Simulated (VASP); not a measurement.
# Sn2SeS3 (R-3m) in VASP: further runs

The runs below take Sn2SeS3 through single point, relaxation of cell and atoms, with PBE.

Program: VASP 6.6.1. These are calculated values, not measurements. Logs are shortened: lines on timing, memory, paths and dates and some standing lists are left out, and cuts for length are marked.

### Step 1. The cell of the first run

The structure is trigonal, space group R-3m (No. 166). Conventional cell: a = 7.190 Å, b = 7.190 Å, c = 10.279 Å, α = 90.00°, β = 90.00°, γ = 120.00°. Sn (site symmetry 3m) has 3 S at 2.65 Å and 1 Se at 3.36 Å and 1 Sn at 3.55 Å within 3.6 Å. Se (site symmetry -3m) has 6 S at 2.69 Å and 2 Sn at 3.36 Å within 3.5 Å. S (site symmetry 2/m) has 2 Sn at 2.65 Å and 2 Se at 2.69 Å and 4 S at 3.59 Å within 3.6 Å.

The cell was built from a structure type or drawn by symmetry, and may not be a known phase.

### Step 2. Single point, PBE

Input file INCAR:

```
PREC = Accurate
ENCUT = 520
EDIFF = 1E-7
ISMEAR = 0
SIGMA = 0.1
LREAL = F
LASPH = T
NELM = 100
ALGO = Normal
ISIF = 2
LWAVE = F
LCHARG = F
GGA = PE
NBANDS = 35
```

Input file KPOINTS:

```
Automatic mesh
0
Gamma
  6 6 6
```

Input file POSCAR:

```
Sn2SeS3
1.0
    3.5947938130      2.0754551756      3.4262518179
   -3.5947938130      2.0754551756      3.4262518179
    0.0000000000     -4.1509103512      3.4262518179
Sn Se S
2 1 3
Direct
    0.6726257795      0.6726257795      0.6726257795
    0.3273742205      0.3273742205      0.3273742205
    0.0000000000      0.0000000000      0.0000000000
    0.0000000000      0.5000000000      0.0000000000
    0.5000000000      0.0000000000      0.0000000000
    0.0000000000      0.0000000000      0.5000000000
```

Potentials or basis: VASP PAW PBE potentials, release 64 (Sn_d, Se, S).

Launch:

```bash
> cat potpaw_PBE.64/Sn_d/POTCAR potpaw_PBE.64/Se/POTCAR potpaw_PBE.64/S/POTCAR > POTCAR
> mpirun -np 1 vasp_std > vasp.out
```

OUTCAR:

```text
PREC = Accurate
   ENCUT = 520
   EDIFF = 1E-7
   ISMEAR = 0
   LREAL = F
   LASPH = T
   NELM = 100
   ISIF = 2
   GGA = PE

 ion  position               nearest neighbor table
   1  0.673  0.673  0.673-   6 2.65   5 2.65   4 2.65   2 3.55
   2  0.327  0.327  0.327-   6 2.65   5 2.65   4 2.65   1 3.55
   3  0.000  0.000  0.000-   6 2.69   6 2.69   4 2.69   5 2.69   4 2.69   5 2.69
   4  0.000  0.500  0.000-   1 2.65   2 2.65   3 2.69   3 2.69
   5  0.500  0.000  0.000-   1 2.65   2 2.65   3 2.69   3 2.69
   6  0.000  0.000  0.500-   1 2.65   2 2.65   3 2.69   3 2.69

  LATTYP: Found a trigonal (rhomboedric) cell.
 ALAT       =     5.3823097517
 COS(alpha) =     0.1078444301

  Lattice vectors:

 A1 = (   3.5947938130,   2.0754551756,   3.4262518179)
 A2 = (  -3.5947938130,   2.0754551756,   3.4262518179)
 A3 = (   0.0000000000,  -4.1509103512,   3.4262518179)

Analysis of symmetry for initial positions (statically):
=====================================================================
 Subroutine PRICEL returns:
 Original cell was already a primitive cell.

 Routine SETGRP: Setting up the symmetry group for a
 trigonal (rhombohedral) supercell.

 Subroutine GETGRP returns: Found 12 space group operations
 (whereof 12 operations were pure point group operations)
 out of a pool of 12 trial point group operations.

The static configuration has the point symmetry D_3d.

Analysis of symmetry for dynamics (positions and initial velocities):
=====================================================================
 Subroutine PRICEL returns:
 Original cell was already a primitive cell.

 Routine SETGRP: Setting up the symmetry group for a
 trigonal (rhombohedral) supercell.

 Subroutine GETGRP returns: Found 12 space group operations
 (whereof 12 operations were pure point group operations)
 out of a pool of 12 trial point group operations.

The dynamic configuration has the point symmetry D_3d.

 Subroutine INISYM returns: Found 12 space group operations
 (whereof 12 operations are pure point group operations),
 and found     1 'primitive' translations

----------------------------------------------------------------------------------------

                                     Primitive cell

  volume of cell :     153.3762

[... 90 lines left out ...]
   ISPIN  =      1    spin polarized calculation?
   LNONCOLLINEAR =      F non collinear calculations
   LSORBIT =      F    spin-orbit coupling
   LASPH  =      T    aspherical Exc in radial PAW
   ENCUT  =  520.0 eV  38.22 Ry    6.18 a.u.  10.01 10.01 10.01*2*pi/ulx,y,z
   NELM   =    100;   NELMIN=  2; NELMDL= -5     # of ELM steps
   EDIFF  = 0.1E-06   stopping-criterion for ELM
   LREAL  =      F    real-space projection
   EDIFFG = 0.1E-05   stopping-criterion for IOM
   NSW    =      0    number of steps for IOM
   IBRION =     -1    ionic relax: 0-MD 1-quasi-New 2-CG
   NFREE  =      0    steps in history (QN), initial steepest desc. (CG)
   ISIF   =      2    stress and relaxation
   ISYM   =      2    0-nonsym 1-usesym 2-fastsym
   POTIM  = 0.5000    time-step for ionic-motion
   TEBEG  =    0.0;   TEEND  =   0.0 temperature during run
   PSTRESS=    0.0 pullay stress
   NELECT =      52.0000    total number of electrons
   NUPDOWN=      -1.0000    fix difference up-down
   EMIN   =  10.00;   EMAX   =-10.00  energy-range for DOS
   EFERMI =   0.00;   METHOD = LEGACY
   ISMEAR =     0;   SIGMA  =   0.10  broadening in eV -4-tet -1-fermi 0-gaus
   EFERMI_NEDOS =   21; number of points for ismear=-14 and -15
   IALGO  =     38    algorithm
   IMIX   =      4    mixing-type and parameters
     AMIX     =   0.40;   BMIX     =  1.00
     AMIX_MAG =   1.60;   BMIX_MAG =  1.00
  volume/ion in A,a.u.               =      25.56       172.51
  Fermi-wavevector in a.u.,A,eV,Ry     =   1.141537  2.157192 17.729843  1.303107
  Thomas-Fermi vector in A             =   2.278237
   LORBIT       =      0    0 simple, 1 ext, 2 COOP (PROOUT), +10 PAW based schemes
   GGA     = PE    functional components
   LHFCALC =     F    Hartree Fock is set to
   AEXX    =    0.0000 exact exchange contribution
   IVDW    =     0    specifies the selected vdW correction
   LEPSILON=     F    determine dielectric tensor
   LRPA    =     F    only Hartree local field effects (RPA)
 non-spin polarized calculation
 Gauss-broadening in eV      SIGMA  =   0.10
  energy-cutoff  :      520.00
  volume of cell :      153.38
 maximum number of plane-waves:      4162
   NGX = 21   NGY = 21   NGZ = 21

 number of electron      52.0000017 magnetization

 Free energy of the ion-electron system (eV)
  ---------------------------------------------------
  ext. energy  EPLUGINS =         0.00000000
  ---------------------------------------------------
  free energy    TOTEN  =       -23.29842160 eV

  energy without entropy =      -23.26638882  energy(sigma->0) =      -23.28240521

 E-fermi :   5.3201     XC(G=0):  -9.3245

 val. band max:        5.3112514298   @ k =   0.3333   0.3333   0.0000
 cond. band min:       5.3203105451   @ k =   0.0000   0.0000   0.0000
 fundamental gap:      0.0090591153
 Fermi energy:         5.3201112803

 k-point     1 :       0.0000    0.0000    0.0000
  band No.  band energies     occupation
      1     -16.8928      2.00000
      2     -16.8928      2.00000
      3     -16.8852      2.00000
      4     -16.8852      2.00000
      5     -16.8584      2.00000
      6     -16.8575      2.00000
[... 901 lines left out ...]
     34      10.2721      0.00000
     35      11.7323      0.00000

 [... further k-points ...]
[... 5 lines left out ...]
  --------------------------------------------------------------------------------------
  -------------------------------------------------------------------------------------
  Total       -0.0117405     -0.0117405     -0.0564571      0.0000000      0.0000000      0.0000000
  in kB       -0.1226420     -0.1226420     -0.5897540      0.0000000      0.0000000      0.0000000
  external PRESSURE =      -0.2783460 kB  Pullay stress =       0.0000000 kB

 VOLUME and BASIS-vectors are now :
 -----------------------------------------------------------------------------
  energy-cutoff  :      520.00
  volume of cell :      153.38
      direct lattice vectors                 reciprocal lattice vectors
     3.594793813  2.075455176  3.426251818     0.139090036  0.080303670  0.097288043
    -3.594793813  2.075455176  3.426251818    -0.139090036  0.080303670  0.097288043
     0.000000000 -4.150910351  3.426251818     0.000000000 -0.160607339  0.097288043

 POSITION                                       TOTAL-FORCE (eV/Angst)
 -----------------------------------------------------------------------------------
      0.00000      0.00000      6.91376         0.000000      0.000000     -0.001315
      0.00000      0.00000      3.36500         0.000000     -0.000000      0.001315
      0.00000      0.00000      0.00000         0.000000     -0.000000     -0.000000
     -1.79740      1.03773      1.71313        -0.000000     -0.000000     -0.000000
      1.79740      1.03773      1.71313         0.000000     -0.000000      0.000000
      0.00000     -2.07546      1.71313         0.000000     -0.000000      0.000000
 -----------------------------------------------------------------------------------
    total drift:                               -0.000000     -0.000000      0.000000

  FREE ENERGIE OF THE ION-ELECTRON SYSTEM (eV)
  ---------------------------------------------------
  free  energy   TOTEN  =       -23.2984215968 eV

  energy  without entropy=      -23.2663888176  energy(sigma->0) =      -23.28240521
```

It took 4 min on 1 thread of Intel Xeon 8259CL, shared host; peak memory 0.33 GiB.

What came out:

| Item | Value |
| --- | --- |
| Free energy | -23.2984 eV |
| Pressure | 0.0 GPa |
| Band gap on the k mesh | zero (bands 26 and 27 overlap by 1.98 eV) |

Caveat: spin-orbit coupling is left out, which moves the levels of the heavy elements.

### Step 3. Relaxation of cell and atoms, PBE

This run uses another cell than the first one, of 25.46 Å³/atom.

Input file INCAR:

```
PREC     = Accurate       # precision mode
ENCUT    = 600            # plane-wave cutoff, eV
EDIFF    = 1E-7           # SCF threshold, eV
ISMEAR   = 0              # smearing method
SIGMA    = 0.1            # smearing width, eV
LREAL    = F              # projectors in reciprocal space
LASPH    = T              # aspherical terms in the spheres
NELM     = 80             # most SCF steps
ALGO     = Normal         # electronic algorithm
ISIF     = 3              # what is computed and relaxed
LWAVE    = F              # write WAVECAR
LCHARG   = F              # write CHGCAR
GGA      = PE             # functional
IBRION   = 2              # ionic algorithm
NSW      = 100            # ionic steps
EDIFFG   = -0.01          # ionic threshold
```

Input file KPOINTS:

```
regular mesh
0
Gamma
  6 6 6
```

Input file POSCAR:

```
Sn2SeS3
1.0
    3.5869139298      2.0709057229      3.4277197995
   -3.5869139298      2.0709057229      3.4277197995
    0.0000000000     -4.1418114459      3.4277197995
Sn Se S
2 1 3
Direct
    0.6719535012      0.6719535012      0.6719535012
    0.3280464988      0.3280464988      0.3280464988
    0.0000000000      0.0000000000      0.0000000000
    0.0000000000      0.5000000000      0.0000000000
    0.5000000000      0.0000000000      0.0000000000
    0.0000000000      0.0000000000      0.5000000000
```

Potentials or basis: VASP PAW PBE potentials, release 64 (Sn_d, Se, S).

Launch:

```bash
> cat potpaw_PBE.64/Sn_d/POTCAR potpaw_PBE.64/Se/POTCAR potpaw_PBE.64/S/POTCAR > POTCAR
> mpirun -np 1 vasp_std > vasp.out
```

It took 22 min on 1 thread of Intel Xeon 8259CL, shared host; peak memory 0.45 GiB.

Results (log left out):

```yaml
Free_energy: -23.2991 eV
Relaxed_volume: 25.54 Å³/atom
Relaxed_cell: a = 5.380 Å, b = 5.380 Å, c = 5.380 Å, α = 83.89°, β = 83.89°, γ = 83.89°
Space_group_after_relaxing_to_0.1_Å: R-3m (No. 166)
Energy_gained_by_relaxing: 0.0 meV/atom
Ionic_steps: 7
Pressure_after_relaxing: 0.0 GPa
Largest_force_after_relaxing: 0.008 eV/Å
Band_gap_on_the_k_mesh: zero (bands 26 and 27 overlap by 1.98 eV)
```

Forces in eV/Å, atoms in the order of the input:
```
Sn   0.000  0.000  0.008
Sn   0.000  0.000 -0.008
Se   0.000  0.000  0.000
S    0.000  0.000  0.000
S    0.000  0.000  0.000
S    0.000  0.000  0.000
```

The path:
```tsv
step	energy change (eV)	largest force (eV/Å)	pressure (GPa)	volume (Å³)
1	0.0000	0.0083	0.05	152.77
2	-0.0001	0.0134	0.01	152.93
3	-0.0001	0.0298	-0.09	153.40
4	-0.0002	0.0240	-0.06	153.23
5	-0.0002	0.0171	-0.03	153.22
6	-0.0003	0.0100	0.00	153.22
7	-0.0003	0.0078	0.01	153.22
```

Final structure:
```cif
data_structure
_symmetry_space_group_name_H-M 'P 1'
_symmetry_Int_Tables_number 1
_cell_length_a 5.3797
_cell_length_b 5.3797
_cell_length_c 5.3797
_cell_angle_alpha 83.892
_cell_angle_beta 83.892
_cell_angle_gamma 83.892
_cell_volume 153.22
loop_
_atom_site_label
_atom_site_type_symbol
_atom_site_fract_x
_atom_site_fract_y
_atom_site_fract_z
_atom_site_occupancy
Sn1 Sn 0.67226 0.67226 0.67226 1
Sn2 Sn 0.32774 0.32774 0.32774 1
Se1 Se 0.00000 0.00000 0.00000 1
S1 S 0.00000 0.50000 0.00000 1
S2 S 0.50000 0.00000 0.00000 1
S3 S 0.00000 0.00000 0.50000 1
```

Levels at points of the mesh, in eV from the Fermi level:
| k point | band 24 | band 25 | band 26 | band 27 | band 28 | band 29 |
| --- | --- | --- | --- | --- | --- | --- |
| (0.00, 0.00, 0.00) | -1.64 | -0.93 | -0.46 | 0.00 | 0.00 | 2.83 |
| (0.50, 0.00, 0.00) | -2.19 | -1.89 | -0.77 | 1.44 | 1.47 | 1.54 |
| (0.50, 0.50, 0.00) | -2.06 | -1.66 | -1.60 | -1.38 | 1.36 | 1.53 |
| (0.50, 0.50, 0.50) | -2.03 | -1.96 | -1.96 | -1.13 | -0.43 | 0.22 |

Caveat: spin-orbit coupling is left out, which moves the levels of the heavy elements.

### Step 4. Relaxation of cell and atoms, PBE

This run uses another cell than the first one, of 25.93 Å³/atom.

Input file INCAR:

```
SYSTEM = Sn2SeS3
PREC     = Accurate       ! precision mode
ENCUT    = 600            ! plane-wave cutoff, eV
EDIFF    = 1E-6           ! SCF threshold, eV
ISMEAR   = 0              ! smearing method
SIGMA    = 0.1            ! smearing width, eV
LREAL    = .FALSE.        ! projectors in reciprocal space
LASPH    = .TRUE.         ! aspherical terms in the spheres
NELM     = 80             ! most SCF steps
ALGO     = Normal         ! electronic algorithm
ISIF     = 3              ! what is computed and relaxed
LWAVE    = .FALSE.        ! write WAVECAR
LCHARG   = .FALSE.        ! write CHGCAR
GGA      = PE             ! functional
IBRION   = 2              ! ionic algorithm
NSW      = 90             ! ionic steps
EDIFFG   = -0.04          ! ionic threshold
```

Input file KPOINTS:

```
Automatic mesh
0
G
  6 6 6
  0 0 0
```

Input file POSCAR:

```
Sn2SeS3
1.0
    3.0211787929      1.7442783893      4.9209879457
   -3.0211787929      1.7442783893      4.9209879457
    0.0000000000     -3.4885567787      4.9209879457
Sn Se S
2 1 3
Direct
    0.6999032211      0.6999032211      0.6999032211
    0.3000967789      0.3000967789      0.3000967789
    0.0000000000      0.0000000000      0.0000000000
    0.0000000000      0.5000000000      0.0000000000
    0.5000000000      0.0000000000      0.0000000000
    0.0000000000      0.0000000000      0.5000000000
```

Launch:

```bash
> cat potpaw_PBE.64/Sn_d/POTCAR potpaw_PBE.64/Se/POTCAR potpaw_PBE.64/S/POTCAR > POTCAR
> mpirun -np 1 vasp_std > vasp.out
```

Run time: 60 min. Hardware: 1 thread of Intel Xeon 8259CL, shared host; peak memory 0.47 GiB.

It converged, with:

```
Free energy                           : -23.2911 eV
Relaxed volume                        : 25.74 Å³/atom
Relaxed cell                          : a = 5.392 Å, b = 5.392 Å, c = 5.392 Å, α = 84.11°, β = 84.11°, γ = 84.11°
Space group after relaxing (to 0.1 Å) : R-3m (No. 166)
Energy gained by relaxing             : 359.8 meV/atom
Ionic steps                           : 13
Pressure after relaxing               : -0.1 GPa
Largest force after relaxing          : 0.011 eV/Å
Band gap on the k mesh                : zero (bands 26 and 27 overlap by 2.01 eV)
```

Forces in eV/Å, atoms in the order of the input:
```
Sn   0.000  0.000 -0.011
Sn   0.000  0.000  0.011
Se   0.000  0.000  0.000
S    0.000  0.000  0.000
S    0.000  0.000  0.000
S    0.000  0.000  0.000
```

Stress tensor (GPa, compression positive):
```
-0.15  0.00  0.00
 0.00 -0.15  0.00
 0.00  0.00  0.03
```

The path:
| step | energy change (eV) | largest force (eV/Å) | pressure (GPa) | volume (Å³) |
| --- | --- | --- | --- | --- |
| 1 | 0.0000 | 0.1745 | 0.57 | 155.60 |
| 2 | -0.1152 | 0.2356 | 0.51 | 157.63 |
| 3 | -0.5978 | 0.2135 | 0.53 | 163.19 |
| 4 | -1.6056 | 0.5320 | 0.57 | 171.50 |
| 5 | -1.1681 | 1.9799 | 3.22 | 174.14 |
| 6 | -1.8278 | 1.0395 | 1.00 | 175.17 |
| 7 | -1.8565 | 0.3400 | -1.61 | 184.17 |
| 8 | -1.8719 | 0.5910 | -0.70 | 180.75 |
| 9 | -1.9212 | 0.5451 | -0.65 | 177.87 |
| 10 | -2.0430 | 0.4034 | -0.44 | 169.41 |
| 11 | -2.1552 | 0.1513 | 0.52 | 153.31 |
| 12 | -2.1335 | 0.3251 | -1.55 | 157.44 |
| 13 | -2.1588 | 0.0113 | -0.09 | 154.43 |

Final structure:
```cif
data_structure
_symmetry_space_group_name_H-M 'P 1'
_symmetry_Int_Tables_number 1
_cell_length_a 5.3918
_cell_length_b 5.3918
_cell_length_c 5.3918
_cell_angle_alpha 84.112
_cell_angle_beta 84.112
_cell_angle_gamma 84.112
_cell_volume 154.43
loop_
_atom_site_label
_atom_site_type_symbol
_atom_site_fract_x
_atom_site_fract_y
_atom_site_fract_z
_atom_site_occupancy
Sn1 Sn 0.67357 0.67357 0.67357 1
Sn2 Sn 0.32643 0.32643 0.32643 1
Se1 Se 0.00000 0.00000 0.00000 1
S1 S 0.00000 0.50000 0.00000 1
S2 S 0.50000 0.00000 0.00000 1
S3 S 0.00000 0.00000 0.50000 1
```

Levels at points of the mesh, in eV from the Fermi level:
```
           k point  band 24  band 25  band 26  band 27  band 28  band 29
(0.00, 0.00, 0.00)    -1.63    -0.88    -0.44     0.05     0.05     2.82
(0.50, 0.00, 0.00)    -2.18    -1.88    -0.74     1.48     1.49     1.56
(0.50, 0.50, 0.00)    -2.05    -1.64    -1.59    -1.39     1.38     1.57
(0.50, 0.50, 0.50)    -2.04    -1.94    -1.94    -1.12    -0.43     0.26
```

Caveat: spin-orbit coupling is left out, which moves the levels of the heavy elements.

### Step 5. Summary

| task | cell | cutoff (eV) | gap on the mesh (eV) | pressure (GPa) | relaxed volume (Å³/atom) | largest force (eV/Å) |
| --- | --- | --- | --- | --- | --- | --- |
| single point | a = 5.382 Å, angles 83.8°, 6 atoms, atomic positions A | 520 | none | 0.0 | - | - |
| relaxation of cell and atoms | relaxed from a = 5.376 Å, angles 83.7°, 6 atoms, atomic positions A | 600 | none | 0.0 | 25.54 | 0.01 |
| relaxation of cell and atoms | relaxed from a = 6.032 Å, angles 60.1°, 6 atoms, atomic positions B | 600 | none | -0.1 | 25.74 | 0.01 |

Alike in all rows: level PBE; potentials or basis VASP PAW PBE potentials, release 64 (Sn_d, Se, S); no spin polarisation; k mesh 6 × 6 × 6; smearing gaussian 0.1 eV.

Caveats: spin-orbit coupling is left out, which moves the levels of the heavy elements.

Absolute energies hang on the potentials; compare differences alone.
